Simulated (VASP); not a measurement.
Set up this calculation in VASP 6.6.1, as the native input.

```yaml
Task: electric field gradients
Functional: LDA
Potentials_or_basis: VASP PAW LDA potentials, release 64 (Mg, F)
Cutoff: 520 eV
k_mesh: 5 × 5 × 7
Occupations: fermi-dirac, width 0.02 eV
Spin: no spin polarisation
Dipole_correction: no
Further_INCAR_settings: ALGO = Normal; EDIFF = 1e-08; NBANDS = 25
```

The structure of MgF2 lies in POSCAR:

```
MgF2
1.0
    4.5269612842      0.0000000000      0.0000000000
    0.0000000000      4.5269612842      0.0000000000
    0.0000000000      0.0000000000      2.9543337453
Mg F
2 4
Direct
    0.0000000000      0.0000000000      0.0000000000
    0.5000000000      0.5000000000      0.5000000000
    0.3028000000      0.3028000000      0.0000000000
    0.1972000000      0.8028000000      0.5000000000
    0.6972000000      0.6972000000      0.0000000000
    0.8028000000      0.1972000000      0.5000000000
```

This cell differs from its parent crystal: volume scaled by 0.94.

One way to write it, as run:

INCAR

```
ALGO = Normal ; EDIFF = 1E-8
ENCUT = 520 ; GGA_COMPAT = F
ISIF = 2 ; ISMEAR = -1
LASPH = T ; LCHARG = F
LEFG = T ; LREAL = F
LWAVE = F ; NBANDS = 25
NELM = 120 ; PREC = Accurate
SIGMA = 0.02
```

KPOINTS

```
k-points
0
Gamma
  5 5 7
```

Potentials or basis: VASP PAW LDA potentials, release 64 (Mg, F).

The run is started by

```sh
$ cat potpaw_LDA.64/Mg/POTCAR potpaw_LDA.64/F/POTCAR > POTCAR
$ mpirun -np 1 vasp_std > vasp.out
```

Results of the run:

```yaml
Pressure: 2.3 GPa
Largest_force: 0.095 eV/Å
Band_gap_on_the_k_mesh: 7.31 eV, direct
```

Caveat: without QUAD_EFG the Cq values of the log hold for a quadrupole moment of 1 mb, not for the nuclei.

Run time: 16 s on 1 thread of AMD EPYC 9R45 96-Core Processor (Zen 5) (shared host), peak memory 0.13 GiB.
